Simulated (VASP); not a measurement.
# WSe2 (P1) in VASP: single point with PBE+D3(BJ)

Aim: the single point of WSe2 with PBE+D3(BJ).

Program: VASP 6.6.1. These are calculated values, not measurements. Logs are shortened: lines on timing, memory, paths and dates and some standing lists are left out, and cuts for length are marked.

### Step 1. The cell of the first run

The typed cell holds 6 atoms: a = 3.279 Å, b = 3.279 Å, c = 14.062 Å, α = 85.54°, β = 86.10°, γ = 60.00°.

### Step 2. Single point, PBE+D3(BJ) (the part above a cut slid along it)

INCAR reads:

```
PREC     = Accurate       # precision mode
ENCUT    = 520            # plane-wave cutoff, eV
EDIFF    = 1E-7           # SCF threshold, eV
ISMEAR   = 0              # smearing method
SIGMA    = 0.05           # smearing width, eV
LREAL    = False          # projectors in reciprocal space
LASPH    = True           # aspherical terms in the spheres
NELM     = 80             # most SCF steps
ALGO     = Normal         # electronic algorithm
ISIF     = 2              # what is computed and relaxed
LWAVE    = False          # write WAVECAR
LCHARG   = True           # write CHGCAR
GGA      = PE             # functional
IVDW     = 12             # dispersion correction
LELF     = True           # ELF
LVHAR    = True         
NBANDS   = 35             # bands
```

KPOINTS reads:

```
Automatic mesh
0
Gamma
  9 9 2
```

POSCAR reads:

```
WSe2
1.0
   -3.2789854852      0.0000000000      0.0000000000
   -1.6394927426     -2.8396847288      0.0000000000
   -0.9563707665     -0.7099211822     14.0112373504
W Se
2 4
Direct
   -0.1250000000     -0.1875000000      0.7500000000
   -0.0416666667     -0.0625000000      0.2500000000
    0.1882872623      0.1157642268      0.8702764262
    0.2716205956      0.2407642268      0.3702764262
    0.3117127377      0.3009024399      0.1297235738
    0.2283794044      0.1759024399      0.6297235738
```

Potentials or basis: VASP PAW PBE potentials, release 64 (W_sv, Se).

On the command line:

```console
> cat potpaw_PBE.64/W_sv/POTCAR potpaw_PBE.64/Se/POTCAR > POTCAR
> mpirun -np 1 vasp_std > vasp.out
```

OUTCAR:

```text
PREC = Accurate
   ENCUT = 520
   EDIFF = 1E-7
   ISMEAR = 0
   LREAL = False
   LASPH = True
   NELM = 80
   ISIF = 2
   GGA = PE
   IVDW = 12
 IVDW          = 12

 ion  position               nearest neighbor table
   1  0.875  0.812  0.750-   6 2.53   3 2.53   6 2.53   3 2.53   3 2.53   6 2.53
   2  0.958  0.938  0.250-   5 2.53   4 2.53   5 2.53   4 2.53   4 2.53   5 2.53
   3  0.188  0.116  0.870-   1 2.53   1 2.53   1 2.53
   4  0.272  0.241  0.370-   2 2.53   2 2.53   2 2.53
   5  0.312  0.301  0.130-   2 2.53   2 2.53   2 2.53
   6  0.228  0.176  0.630-   1 2.53   1 2.53   1 2.53

  LATTYP: Found a triclinic cell.
 ALAT       =     5.6793694576
 B/A-ratio  =     0.5773502692
 C/A-ratio  =     2.5910627451
 COS(alpha) =     0.0092843221
 COS(beta)  =     0.1608091766
 COS(gamma) =     0.8660254038

  Lattice vectors:

 A1 = (  -4.9184782278,   2.8396847288,   0.0000000000)
 A2 = (  -1.6394927426,   2.8396847288,   0.0000000000)
 A3 = (  -3.9621074613,  -2.1297635466, -14.0112373504)

Analysis of symmetry for initial positions (statically):
=====================================================================
 Subroutine PRICEL returns:
 Original cell was already a primitive cell.

 Routine SETGRP: Setting up the symmetry group for a
 triclinic supercell.

 Subroutine GETGRP returns: Found  1 space group operations
 (whereof  1 operations were pure point group operations)
 out of a pool of  2 trial point group operations.

The static configuration has the point symmetry C_1 .

Analysis of symmetry for dynamics (positions and initial velocities):
=====================================================================
 Subroutine PRICEL returns:
 Original cell was already a primitive cell.

 Routine SETGRP: Setting up the symmetry group for a
 triclinic supercell.

 Subroutine GETGRP returns: Found  1 space group operations
 (whereof  1 operations were pure point group operations)
 out of a pool of  2 trial point group operations.

The dynamic configuration has the point symmetry C_1 .

 Subroutine INISYM returns: Found  1 space group operations
 (whereof  1 operations are pure point group operations),
 and found     1 'primitive' translations

----------------------------------------------------------------------------------------

[... 99 lines left out ...]
   NELM   =     80;   NELMIN=  2; NELMDL= -5     # of ELM steps
   EDIFF  = 0.1E-06   stopping-criterion for ELM
   LREAL  =      F    real-space projection
   EDIFFG = 0.1E-05   stopping-criterion for IOM
   NSW    =      0    number of steps for IOM
   IBRION =     -1    ionic relax: 0-MD 1-quasi-New 2-CG
   NFREE  =      0    steps in history (QN), initial steepest desc. (CG)
   ISIF   =      2    stress and relaxation
   ISYM   =      2    0-nonsym 1-usesym 2-fastsym
   POTIM  = 0.5000    time-step for ionic-motion
   TEBEG  =    0.0;   TEEND  =   0.0 temperature during run
   PSTRESS=    0.0 pullay stress
   NELECT =      52.0000    total number of electrons
   NUPDOWN=      -1.0000    fix difference up-down
   EMIN   =  10.00;   EMAX   =-10.00  energy-range for DOS
   EFERMI =   0.00;   METHOD = LEGACY
   ISMEAR =     0;   SIGMA  =   0.05  broadening in eV -4-tet -1-fermi 0-gaus
   EFERMI_NEDOS =   21; number of points for ismear=-14 and -15
   IALGO  =     38    algorithm
   IMIX   =      4    mixing-type and parameters
     AMIX     =   0.40;   BMIX     =  1.00
     AMIX_MAG =   1.60;   BMIX_MAG =  1.00
  volume/ion in A,a.u.               =      21.74       146.73
  Fermi-wavevector in a.u.,A,eV,Ry     =   1.204797  2.276736 19.749347  1.451536
  Thomas-Fermi vector in A             =   2.340512
   LORBIT       =      0    0 simple, 1 ext, 2 COOP (PROOUT), +10 PAW based schemes
   GGA     = PE    functional components
   LHFCALC =     F    Hartree Fock is set to
   AEXX    =    0.0000 exact exchange contribution
   IVDW    =    12    specifies the selected vdW correction
   LEPSILON=     F    determine dielectric tensor
   LRPA    =     F    only Hartree local field effects (RPA)
 non-spin polarized calculation
 Gauss-broadening in eV      SIGMA  =   0.05
  energy-cutoff  :      520.00
  volume of cell :      130.46
 maximum number of plane-waves:      3547
   NGX = 13   NGY = 13   NGZ = 53

 number of electron      52.0000007 magnetization

 Free energy of the ion-electron system (eV)
  ---------------------------------------------------
  ext. energy  EPLUGINS =         0.00000000
  ---------------------------------------------------
  free energy    TOTEN  =       -43.14565409 eV

  energy without entropy =      -43.14565409  energy(sigma->0) =      -43.14565409

 E-fermi :   5.5747     XC(G=0): -10.2355

 val. band max:        5.2757004860   @ k =   0.0000   0.0000   0.0000
 cond. band min:       6.6399244893   @ k =  -0.2222   0.1111   0.0000
 fundamental gap:      1.3642240033
 Fermi energy:         5.5746812887

 k-point     1 :       0.0000    0.0000    0.0000
  band No.  band energies     occupation
      1     -68.8002      2.00000
      2     -68.7958      2.00000
      3     -33.0532      2.00000
      4     -33.0486      2.00000
      5     -32.9106      2.00000
      6     -32.9102      2.00000
[... 901 lines left out ...]
     34       9.5140      0.00000
     35      10.9658      0.00000

 [... further k-points ...]

------------------------ aborting loop because EDIFF is reached ----------------------------------------

 Edisp (eV)   -2.59313

 E8    (eV) :    -1.1566

  FORCE on cell =-STRESS in cart. coord.  units (eV):
  Direction    XX          YY          ZZ          XY          YZ          ZX
  --------------------------------------------------------------------------------------
  -------------------------------------------------------------------------------------
  Total       0.22366     0.21327    -0.17503     0.02762    -0.07855    -0.11405
  in kB       2.74672     2.61907    -2.14946     0.33924    -0.96466    -1.40061
  external pressure =        1.07 kB  Pullay stress =        0.00 kB

 VOLUME and BASIS-vectors are now :
 -----------------------------------------------------------------------------
  energy-cutoff  :      520.00
  volume of cell :      130.46
      direct lattice vectors                 reciprocal lattice vectors
    -3.278985485  0.000000000  0.000000000    -0.304972378  0.176075884 -0.011895214
    -1.639492743 -2.839684729  0.000000000     0.000000000 -0.352151769 -0.017842821
    -0.956370766 -0.709921182 14.011237350     0.000000000  0.000000000  0.071371284

 POSITION                                       TOTAL-FORCE (eV/Angst)
 -----------------------------------------------------------------------------------
     -4.91848     -2.83968     10.50843         0.006158      0.003992      0.021804
     -4.91848     -2.83968      3.50281        -0.005505     -0.004029     -0.018581
     -1.63949     -0.94656     12.19365         0.019824      0.014500      0.136159
     -1.63949     -0.94656      5.18803         0.001211      0.000522      0.045648
     -1.63949     -0.94656      1.81759        -0.022053     -0.014747     -0.138334
     -1.63949     -0.94656      8.82321         0.000365     -0.000238     -0.046696
 -----------------------------------------------------------------------------------
    total drift:                                0.000441      0.000162     -0.000149

  FREE ENERGIE OF THE ION-ELECTRON SYSTEM (eV)
  ---------------------------------------------------
  free  energy   TOTEN  =       -45.7387839263 eV

  energy  without entropy=      -45.7387839263  energy(sigma->0) =      -45.73878393
```

OSZICAR:

```text
N       E                     dE             d eps       ncg     rms          rms(c)
DAV:   1     0.502407772908E+03    0.50241E+03   -0.27854E+04  6388   0.143E+03
DAV:   2    -0.135605791512E+02   -0.51597E+03   -0.49893E+03  6778   0.385E+02
DAV:   3    -0.443770768523E+02   -0.30816E+02   -0.30322E+02  7098   0.890E+01
DAV:   4    -0.450693536816E+02   -0.69228E+00   -0.68889E+00  6959   0.138E+01
DAV:   5    -0.450795079935E+02   -0.10154E-01   -0.10142E-01  6908   0.181E+00    0.298E+01
DAV:   6    -0.435553084550E+02    0.15242E+01   -0.58609E+00  6492   0.160E+01    0.106E+01
DAV:   7    -0.433211452135E+02    0.23416E+00   -0.28230E+00  6039   0.807E+00    0.559E+00
DAV:   8    -0.431432823616E+02    0.17786E+00   -0.37798E-01  6276   0.427E+00    0.127E+00
DAV:   9    -0.431468086736E+02   -0.35263E-02   -0.65463E-02  6764   0.121E+00    0.924E-01
DAV:  10    -0.431455706116E+02    0.12381E-02   -0.14142E-02  6321   0.798E-01    0.137E-01
DAV:  11    -0.431456245201E+02   -0.53908E-04   -0.17198E-03  6336   0.267E-01    0.172E-01
DAV:  12    -0.431456058289E+02    0.18691E-04   -0.78162E-05  6836   0.522E-02    0.102E-01
DAV:  13    -0.431456491760E+02   -0.43347E-04   -0.89049E-05  6144   0.509E-02    0.772E-03
DAV:  14    -0.431456534765E+02   -0.43005E-05   -0.85371E-06  6870   0.133E-02    0.783E-03
DAV:  15    -0.431456539894E+02   -0.51288E-06   -0.93482E-07  5790   0.452E-03    0.704E-03
DAV:  16    -0.431456540859E+02   -0.96466E-07   -0.17037E-07  5129   0.224E-03
   1 F= -.45738784E+02 E0= -.45738784E+02  d E =-.755805E-19
```

Run time: 2.9 min. Hardware: 1 thread of Intel Xeon 6975P-C (Granite Rapids), shared host; peak memory 0.45 GiB.

Results:

| Quantity | Value |
| --- | --- |
| Free energy | -45.7388 eV |
| Pressure | 0.1 GPa |
| Largest force | 0.141 eV/Å |
| Band gap on the k mesh | 1.36 eV (least direct gap 1.65 eV) |
| Dispersion energy per atom | -0.432 eV |

Forces on the atoms (eV/Å):
```
W    0.006  0.004  0.022
W   -0.006 -0.004 -0.019
Se   0.020  0.015  0.136
Se   0.001  0.001  0.046
Se  -0.022 -0.015 -0.138
Se   0.000  0.000 -0.047
```

Stress tensor (GPa, compression positive):
```
 0.27  0.03 -0.14
 0.03  0.26 -0.10
-0.14 -0.10 -0.21
```

Levels at points of the mesh, in eV from the valence-band top:
```csv
k point,band 24,band 25,band 26,band 27,band 28,band 29
"(0.00, 0.00, 0.00)",-1.20,-0.87,0.00,2.92,2.94,2.96
"(0.00, 0.00, 0.50)",-1.20,-0.28,-0.24,2.92,2.93,2.97
```

Caveat: the cell differs from its parent crystal (the part above a cut slid along it); spin-orbit coupling is left out, which moves the levels of the heavy elements.
